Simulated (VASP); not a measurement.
# Hf3TiN4 (P4/mmm) in VASP: a series of runs

Hf3TiN4 is run at these levels: PBE; tasks: single point.

All numbers are computed with VASP 6.6.1; they aren't measurements. Logs are shortened: lines on timing, memory, paths and dates and some standing lists are left out, and cuts for length are marked.

## (1) The cell of the first run

It takes space group P4/mmm (No. 123, tetragonal). Conventional cell: a = 3.176 Å, b = 3.176 Å, c = 8.978 Å, α = 90.00°, β = 90.00°, γ = 90.00°. Within 2.9 Å of Hf (site symmetry 4mm) lie 6 N at 2.16 to 2.33 Å. Hf (site symmetry 4/mmm) has 6 N at 2.25 to 2.28 Å within 3.0 Å. Ti (site symmetry 4/mmm) has 6 N at 2.21 to 2.25 Å within 2.9 Å. N (site symmetry 4mm) has 1 Ti at 2.21 Å and 5 Hf at 2.25 to 2.28 Å within 2.9 Å. N (site symmetry 4/mmm) has 6 Hf at 2.25 to 2.33 Å within 3.0 Å. Within 2.9 Å of N (site symmetry 4/mmm) lie 2 Hf at 2.16 Å and 4 Ti at 2.25 Å.

## (2) Single point, PBE

The input, INCAR:

```
ALGO = Normal
EDIFF = 1E-6
ENCUT = 520
GGA = PE
ISIF = 2
ISMEAR = 0
LASPH = True
LCHARG = False
LREAL = False
LWAVE = False
NBANDS = 41
NELM = 80
PREC = Accurate
SIGMA = 0.1
```

The input, KPOINTS:

```
k-points
0
Gamma
  6 6 2
```

The input, POSCAR:

```
Hf3TiN4
1.0
    3.1761793000      0.0000000000      0.0000000000
    0.0000000000      3.1761793000      0.0000000000
    0.0000000000      0.0000000000      8.9784129000
Hf Ti N
3 1 4
Direct
    0.5000000000      0.5000000000      0.2401400000
    0.0000000000      0.0000000000      0.5000000000
    0.5000000000      0.5000000000      0.7598600000
    0.0000000000      0.0000000000      0.0000000000
    0.0000000000      0.0000000000      0.2461680000
    0.5000000000      0.5000000000      0.5000000000
    0.0000000000      0.0000000000      0.7538320000
    0.5000000000      0.5000000000      0.0000000000
```

Potentials or basis: VASP PAW PBE potentials, release 64 (Hf_pv, Ti_sv, N).

Started as:

```
$ cat potpaw_PBE.64/Hf_pv/POTCAR potpaw_PBE.64/Ti_sv/POTCAR potpaw_PBE.64/N/POTCAR > POTCAR
$ mpirun -np 1 vasp_std > vasp.out
```

OUTCAR:

```text
EDIFF = 1E-6
   ENCUT = 520
   GGA = PE
   ISIF = 2
   ISMEAR = 0
   LASPH = True
   LREAL = False
   NELM = 80
   PREC = Accurate

 ion  position               nearest neighbor table
   1  0.500  0.500  0.240-   8 2.16   5 2.25   5 2.25   5 2.25   5 2.25   6 2.33   4 3.11   4 3.11
                             4 3.11   4 3.11   2 3.24   2 3.24   2 3.24   2 3.24
   2  0.000  0.000  0.500-   6 2.25   6 2.25   6 2.25   6 2.25   7 2.28   5 2.28   3 3.24   3 3.24
                             1 3.24   3 3.24   1 3.24   1 3.24   3 3.24   1 3.24
   3  0.500  0.500  0.760-   8 2.16   7 2.25   7 2.25   7 2.25   7 2.25   6 2.33   4 3.11   4 3.11
                             4 3.11   4 3.11   2 3.24   2 3.24   2 3.24   2 3.24
   4  0.000  0.000  0.000-   5 2.21   7 2.21   8 2.25   8 2.25   8 2.25   8 2.25   3 3.11   3 3.11
                             1 3.11   3 3.11   1 3.11   1 3.11   3 3.11   1 3.11
   5  0.000  0.000  0.246-   4 2.21   1 2.25   1 2.25   1 2.25   1 2.25   2 2.28
   6  0.500  0.500  0.500-   2 2.25   2 2.25   2 2.25   2 2.25   3 2.33   1 2.33
   7  0.000  0.000  0.754-   4 2.21   3 2.25   3 2.25   3 2.25   3 2.25   2 2.28
   8  0.500  0.500  0.000-   1 2.16   3 2.16   4 2.25   4 2.25   4 2.25   4 2.25

  LATTYP: Found a simple tetragonal cell.
 ALAT       =     3.1761793000
 C/A-ratio  =     2.8267966169

  Lattice vectors:

 A1 = (   3.1761793000,   0.0000000000,   0.0000000000)
 A2 = (   0.0000000000,   3.1761793000,   0.0000000000)
 A3 = (   0.0000000000,   0.0000000000,   8.9784129000)

Analysis of symmetry for initial positions (statically):
=====================================================================
 Subroutine PRICEL returns:
 Original cell was already a primitive cell.

 Routine SETGRP: Setting up the symmetry group for a
 simple tetragonal supercell.

 Subroutine GETGRP returns: Found 16 space group operations
 (whereof 16 operations were pure point group operations)
 out of a pool of 16 trial point group operations.

The static configuration has the point symmetry D_4h.

Analysis of symmetry for dynamics (positions and initial velocities):
=====================================================================
 Subroutine PRICEL returns:
 Original cell was already a primitive cell.

 Routine SETGRP: Setting up the symmetry group for a
 simple tetragonal supercell.

 Subroutine GETGRP returns: Found 16 space group operations
 (whereof 16 operations were pure point group operations)
 out of a pool of 16 trial point group operations.

The dynamic configuration has the point symmetry D_4h.

 Subroutine INISYM returns: Found 16 space group operations
 (whereof 16 operations are pure point group operations),
 and found     1 'primitive' translations

----------------------------------------------------------------------------------------

                                     Primitive cell

  volume of cell :      90.5753

  direct lattice vectors                    reciprocal lattice vectors
     3.176179300  0.000000000  0.000000000     0.314843687  0.000000000  0.000000000
     0.000000000  3.176179300  0.000000000     0.000000000  0.314843687  0.000000000
     0.000000000  0.000000000  8.978412900     0.000000000  0.000000000  0.111378259

  length of vectors
     3.176179300  3.176179300  8.978412900     0.314843687  0.314843687  0.111378259

  position of ions in fractional coordinates (direct lattice)
     0.500000000  0.500000000  0.240140000
     0.000000000  0.000000000  0.500000000
     0.500000000  0.500000000  0.759860000
     0.000000000  0.000000000  0.000000000
     0.000000000  0.000000000  0.246168000
     0.500000000  0.500000000  0.500000000
     0.000000000  0.000000000  0.753832000
     0.500000000  0.500000000  0.000000000

  ion indices of the primitive-cell ions
   primitive index   ion index
                 1           1
                 2           2
                 3           3
                 4           4
                 5           5
                 6           6
                 7           7
                 8           8

----------------------------------------------------------------------------------------

 KPOINTS: k-points

Automatic generation of k-mesh.
 Grid dimensions read from file:
 generate k-points for:    6    6    2

 Generating k-lattice:

  Cartesian coordinates                     Fractional coordinates (reciprocal lattice)
     0.052473948  0.000000000  0.000000000     0.166666667  0.000000000  0.000000000
     0.000000000  0.052473948  0.000000000     0.000000000  0.166666667  0.000000000
     0.000000000  0.000000000  0.055689130     0.000000000  0.000000000  0.500000000

  Length of vectors
     0.052473948  0.052473948  0.055689130

  Shift w.r.t. Gamma in fractional coordinates (k-lattice)
     0.000000000  0.000000000  0.000000000

 Subroutine IBZKPT returns following result:
 ===========================================

 Found     20 irreducible k-points:

 Following reciprocal coordinates:
            Coordinates               Weight
  0.000000  0.000000  0.000000      1.000000
  0.166667  0.000000  0.000000      4.000000
  0.333333  0.000000  0.000000      4.000000
  0.500000  0.000000  0.000000      2.000000
  0.166667  0.166667  0.000000      4.000000
  0.333333  0.166667  0.000000      8.000000
[... 12 lines left out ...]
  0.500000  0.333333  0.500000      4.000000
  0.500000  0.500000  0.500000      1.000000
   k-points           NKPTS =     20   k-points in BZ     NKDIM =     20   number of bands    NBANDS=     41
   number of dos      NEDOS =    301   number of ions     NIONS =      8
   total plane-waves  NPLWV =  40320
   dimension x,y,z NGX =    24 NGY =   24 NGZ =   70
   dimension x,y,z NGXF=    48 NGYF=   48 NGZF=  140
   ions per type =               3   1   4
   NGX,Y,Z   is equivalent  to a cutoff of  12.56, 12.56, 12.96 a.u.
   NGXF,Y,Z  is equivalent  to a cutoff of  25.12, 25.12, 25.92 a.u.
 SYSTEM =  unknown system
   PREC   = accura    normal or accurate (medium, high low for compatibility)
   ISTART =      0    job   : 0-new  1-cont  2-samecut
   ICHARG =      2    charge: 1-file 2-atom 10-const
   ISPIN  =      1    spin polarized calculation?
   LNONCOLLINEAR =      F non collinear calculations
   LSORBIT =      F    spin-orbit coupling
   LASPH  =      T    aspherical Exc in radial PAW
   ENCUT  =  520.0 eV  38.22 Ry    6.18 a.u.   5.91  5.91 16.69*2*pi/ulx,y,z
   NELM   =     80;   NELMIN=  2; NELMDL= -5     # of ELM steps
   EDIFF  = 0.1E-05   stopping-criterion for ELM
   LREAL  =      F    real-space projection
   EDIFFG = 0.1E-04   stopping-criterion for IOM
   NSW    =      0    number of steps for IOM
   IBRION =     -1    ionic relax: 0-MD 1-quasi-New 2-CG
   NFREE  =      0    steps in history (QN), initial steepest desc. (CG)
   ISIF   =      2    stress and relaxation
   ISYM   =      2    0-nonsym 1-usesym 2-fastsym
   POTIM  = 0.5000    time-step for ionic-motion
   TEBEG  =    0.0;   TEEND  =   0.0 temperature during run
   PSTRESS=    0.0 pullay stress
   NELECT =      62.0000    total number of electrons
   NUPDOWN=      -1.0000    fix difference up-down
   EMIN   =  10.00;   EMAX   =-10.00  energy-range for DOS
   EFERMI =   0.00;   METHOD = LEGACY
   ISMEAR =     0;   SIGMA  =   0.10  broadening in eV -4-tet -1-fermi 0-gaus
   EFERMI_NEDOS =   21; number of points for ismear=-14 and -15
   IALGO  =     38    algorithm
   IMIX   =      4    mixing-type and parameters
     AMIX     =   0.40;   BMIX     =  1.00
     AMIX_MAG =   1.60;   BMIX_MAG =  1.00
  volume/ion in A,a.u.               =      11.32        76.40
  Fermi-wavevector in a.u.,A,eV,Ry     =   1.442787  2.726472 28.322351  2.081634
  Thomas-Fermi vector in A             =   2.561268
   LORBIT       =      0    0 simple, 1 ext, 2 COOP (PROOUT), +10 PAW based schemes
   GGA     = PE    functional components
   LHFCALC =     F    Hartree Fock is set to
   AEXX    =    0.0000 exact exchange contribution
   IVDW    =     0    specifies the selected vdW correction
   LEPSILON=     F    determine dielectric tensor
   LRPA    =     F    only Hartree local field effects (RPA)
 non-spin polarized calculation
 Gauss-broadening in eV      SIGMA  =   0.10
  energy-cutoff  :      520.00
  volume of cell :       90.58
 maximum number of plane-waves:      2472
 NGX is ok and might be reduce to    24
   NGX = 11   NGY = 11   NGZ = 33

 number of electron      61.9999982 magnetization

 Free energy of the ion-electron system (eV)
  ---------------------------------------------------
  ext. energy  EPLUGINS =         0.00000000
  ---------------------------------------------------
  free energy    TOTEN  =       -84.84964290 eV

  energy without entropy =      -84.82783405  energy(sigma->0) =      -84.83873848

 E-fermi :   8.6946     XC(G=0): -12.6448

 val. band max:        8.6881841745   @ k =   0.5000   0.1667   0.5000
 cond. band min:       8.7093607361   @ k =   0.1667   0.0000   0.5000
 fundamental gap:      0.0211765616
 Fermi energy:         8.6946296823

 k-point     1 :       0.0000    0.0000    0.0000
  band No.  band energies     occupation
      1     -49.1531      2.00000
      2     -25.3914      2.00000
      3     -25.3914      2.00000
      4     -25.3888      2.00000
      5     -23.0560      2.00000
      6     -22.7396      2.00000
[... 33 lines left out ...]
     40      11.0708      0.00000
     41      11.2927      0.00000

 k-point     2 :       0.1667    0.0000    0.0000
  band No.  band energies     occupation
      1     -49.1492      2.00000
      2     -25.4434      2.00000
      3     -25.3848      2.00000
      4     -25.3845      2.00000
      5     -23.0435      2.00000
      6     -22.8659      2.00000
[... 33 lines left out ...]
     40      12.0922      0.00000
     41      12.4220      0.00000

 k-point     3 :       0.3333    0.0000    0.0000
  band No.  band energies     occupation
      1     -49.1414      2.00000
      2     -25.5453      2.00000
      3     -25.3768      2.00000
      4     -25.3716      2.00000
      5     -23.1181      2.00000
      6     -23.0947      2.00000
[... 33 lines left out ...]
     40      12.1081      0.00000
     41      12.4858      0.00000

 k-point     4 :       0.5000    0.0000    0.0000
  band No.  band energies     occupation
      1     -49.1374      2.00000
      2     -25.5954      2.00000
      3     -25.3737      2.00000
      4     -25.3651      2.00000
      5     -23.2398      2.00000
      6     -23.1710      2.00000
[... 649 lines left out ...]
     40      12.6419      0.00000
     41      13.1976      0.00000

 k-point    19 :       0.5000    0.3333    0.5000
  band No.  band energies     occupation
      1     -49.1261      2.00000
      2     -25.5579      2.00000
      3     -25.5011      2.00000
      4     -25.3480      2.00000
      5     -23.1129      2.00000
      6     -23.0208      2.00000
[... 33 lines left out ...]
     40      13.0361      0.00000
     41      13.6698      0.00000

 k-point    20 :       0.5000    0.5000    0.5000
  band No.  band energies     occupation
      1     -49.1223      2.00000
      2     -25.5456      2.00000
      3     -25.5456      2.00000
      4     -25.3396      2.00000
      5     -23.0968      2.00000
      6     -23.0968      2.00000
[... 33 lines left out ...]
     40      12.8075      0.00000
     41      14.3949      0.00000

------------------------ aborting loop because EDIFF is reached ----------------------------------------

  FORCE on cell =-STRESS in cart. coord.  units (eV):
  Direction    XX          YY          ZZ          XY          YZ          ZX
  --------------------------------------------------------------------------------------
  -------------------------------------------------------------------------------------
  Total       -1.1497186     -1.1497186     -0.8247107      0.0000000      0.0000000     -0.0000000
  in kB      -20.3372643    -20.3372643    -14.5882307      0.0000000      0.0000000     -0.0000000
  external PRESSURE =     -18.4209198 kB  Pullay stress =       0.0000000 kB

 VOLUME and BASIS-vectors are now :
 -----------------------------------------------------------------------------
  energy-cutoff  :      520.00
  volume of cell :       90.58
      direct lattice vectors                 reciprocal lattice vectors
     3.176179300  0.000000000  0.000000000     0.314843687  0.000000000  0.000000000
     0.000000000  3.176179300  0.000000000     0.000000000  0.314843687  0.000000000
     0.000000000  0.000000000  8.978412900     0.000000000  0.000000000  0.111378259

 POSITION                                       TOTAL-FORCE (eV/Angst)
 -----------------------------------------------------------------------------------
      1.58809      1.58809      2.15608         0.000000      0.000000     -0.035490
      0.00000      0.00000      4.48921         0.000000     -0.000000      0.000000
      1.58809      1.58809      6.82234        -0.000000      0.000000      0.035490
      0.00000      0.00000      0.00000         0.000000     -0.000000      0.000000
      0.00000      0.00000      2.21020         0.000000     -0.000000      0.074435
      1.58809      1.58809      4.48921         0.000000     -0.000000      0.000000
      0.00000      0.00000      6.76821         0.000000     -0.000000     -0.074435
      1.58809      1.58809      0.00000         0.000000     -0.000000      0.000000
 -----------------------------------------------------------------------------------
    total drift:                                0.000000     -0.000000      0.000000

  FREE ENERGIE OF THE ION-ELECTRON SYSTEM (eV)
  ---------------------------------------------------
  free  energy   TOTEN  =       -84.8496429013 eV

  energy  without entropy=      -84.8278340536  energy(sigma->0) =      -84.83873848
```

It took 2.7 min on 1 thread of Intel Xeon 8259CL, shared host; peak memory 0.23 GiB.

What came out:

```yaml
Free_energy: -84.8496 eV
Pressure: -1.8 GPa
Largest_force: 0.074 eV/Å
Band_gap_on_the_k_mesh: zero (bands 31 and 32 overlap by 3.19 eV)
```

Forces in eV/Å, atoms in the order of the input:
```
Hf   0.000  0.000 -0.035
Hf   0.000  0.000  0.000
Hf   0.000  0.000  0.035
Ti   0.000  0.000  0.000
N    0.000  0.000  0.074
N    0.000  0.000  0.000
N    0.000  0.000 -0.074
N    0.000  0.000  0.000
```

Stress tensor (GPa, compression positive):
```
-2.03  0.00  0.00
 0.00 -2.03  0.00
 0.00  0.00 -1.46
```

Caveat: spin-orbit coupling is left out, which moves the levels of the heavy elements.

## (3) Single point, PBE

The input, INCAR:

```
SYSTEM = Hf3TiN4
ALGO = Normal
EDIFF = 1E-7
ENCUT = 520
GGA = PE
ISIF = 2
ISMEAR = 0
LASPH = .TRUE.
LCHARG = .TRUE.
LELF = .TRUE.
LREAL = .FALSE.
LVHAR = .TRUE.
LWAVE = .FALSE.
NBANDS = 41
NELM = 100
PREC = Accurate
SIGMA = 0.1
```

The input, KPOINTS:

```
k-points
0
G
  12 12 4
  0 0 0
```

POSCAR is that of step 2.

Potentials or basis: VASP PAW PBE potentials, release 64 (Hf_pv, Ti_sv, N).

Started as:

```
$ cat potpaw_PBE.64/Hf_pv/POTCAR potpaw_PBE.64/Ti_sv/POTCAR potpaw_PBE.64/N/POTCAR > POTCAR
$ mpirun -np 1 vasp_std > vasp.out
```

OUTCAR:

```text
SYSTEM = Hf3TiN4
   EDIFF = 1E-7
   ENCUT = 520
   GGA = PE
   ISIF = 2
   ISMEAR = 0
   LASPH = .TRUE.
   LREAL = .FALSE.
   NELM = 100
   PREC = Accurate

 ion  position               nearest neighbor table
   1  0.500  0.500  0.240-   8 2.16   5 2.25   5 2.25   5 2.25   5 2.25   6 2.33   4 3.11   4 3.11
                             4 3.11   4 3.11   2 3.24   2 3.24   2 3.24   2 3.24
   2  0.000  0.000  0.500-   6 2.25   6 2.25   6 2.25   6 2.25   7 2.28   5 2.28   3 3.24   3 3.24
                             1 3.24   3 3.24   1 3.24   1 3.24   3 3.24   1 3.24
   3  0.500  0.500  0.760-   8 2.16   7 2.25   7 2.25   7 2.25   7 2.25   6 2.33   4 3.11   4 3.11
                             4 3.11   4 3.11   2 3.24   2 3.24   2 3.24   2 3.24
   4  0.000  0.000  0.000-   5 2.21   7 2.21   8 2.25   8 2.25   8 2.25   8 2.25   3 3.11   3 3.11
                             1 3.11   3 3.11   1 3.11   1 3.11   3 3.11   1 3.11
   5  0.000  0.000  0.246-   4 2.21   1 2.25   1 2.25   1 2.25   1 2.25   2 2.28
   6  0.500  0.500  0.500-   2 2.25   2 2.25   2 2.25   2 2.25   3 2.33   1 2.33
   7  0.000  0.000  0.754-   4 2.21   3 2.25   3 2.25   3 2.25   3 2.25   2 2.28
   8  0.500  0.500  0.000-   1 2.16   3 2.16   4 2.25   4 2.25   4 2.25   4 2.25

  LATTYP: Found a simple tetragonal cell.
 ALAT       =     3.1761793000
 C/A-ratio  =     2.8267966169

  Lattice vectors:
[... 205 lines left out ...]
      5     -23.0567      2.00000
      6     -22.7484      2.00000
[... 1045 lines left out ...]
     40      12.9713      0.00000
     41      13.1134      0.00000

 [... further k-points ...]

------------------------ aborting loop because EDIFF is reached ----------------------------------------

  FORCE on cell =-STRESS in cart. coord.  units (eV):
  Direction    XX          YY          ZZ          XY          YZ          ZX
  --------------------------------------------------------------------------------------
  -------------------------------------------------------------------------------------
  Total       -1.0366489     -1.0366489     -0.9768714      0.0000000      0.0000000      0.0000000
  in kB      -18.3371857    -18.3371857    -17.2797862      0.0000000      0.0000000      0.0000000
  external PRESSURE =     -17.9847192 kB  Pullay stress =       0.0000000 kB

 VOLUME and BASIS-vectors are now :
 -----------------------------------------------------------------------------
  energy-cutoff  :      520.00
  volume of cell :       90.58
      direct lattice vectors                 reciprocal lattice vectors
     3.176179300  0.000000000  0.000000000     0.314843687  0.000000000  0.000000000
     0.000000000  3.176179300  0.000000000     0.000000000  0.314843687  0.000000000
     0.000000000  0.000000000  8.978412900     0.000000000  0.000000000  0.111378259

 POSITION                                       TOTAL-FORCE (eV/Angst)
 -----------------------------------------------------------------------------------
      1.58809      1.58809      2.15608         0.000000     -0.000000      0.005895
      0.00000      0.00000      4.48921         0.000000      0.000000      0.000000
      1.58809      1.58809      6.82234         0.000000      0.000000     -0.005895
      0.00000      0.00000      0.00000         0.000000      0.000000      0.000000
      0.00000      0.00000      2.21020         0.000000      0.000000      0.056717
      1.58809      1.58809      4.48921         0.000000      0.000000      0.000000
      0.00000      0.00000      6.76821        -0.000000     -0.000000     -0.056717
      1.58809      1.58809      0.00000         0.000000      0.000000      0.000000
 -----------------------------------------------------------------------------------
    total drift:                                0.000000     -0.000000      0.000000

  FREE ENERGIE OF THE ION-ELECTRON SYSTEM (eV)
  ---------------------------------------------------
  free  energy   TOTEN  =       -84.8144373035 eV

  energy  without entropy=      -84.7983798752  energy(sigma->0) =      -84.80640859
```

Run time: 9.8 min. Hardware: 1 thread of Intel Xeon 8259CL, shared host; peak memory 0.39 GiB.

Results:

```
Free energy            : -84.8144 eV
Pressure               : -1.8 GPa
Largest force          : 0.057 eV/Å
Band gap on the k mesh : zero (bands 31 and 32 overlap by 3.17 eV)
```

Forces in eV/Å, atoms in the order of the input:
```
Hf   0.000  0.000  0.006
Hf   0.000  0.000  0.000
Hf   0.000  0.000 -0.006
Ti   0.000  0.000  0.000
N    0.000  0.000  0.057
N    0.000  0.000  0.000
N    0.000  0.000 -0.057
N    0.000  0.000  0.000
```

Caveat: spin-orbit coupling is left out, which moves the levels of the heavy elements.

The gap in the log of VASP goes by the Fermi energy; the results here count the filled bands.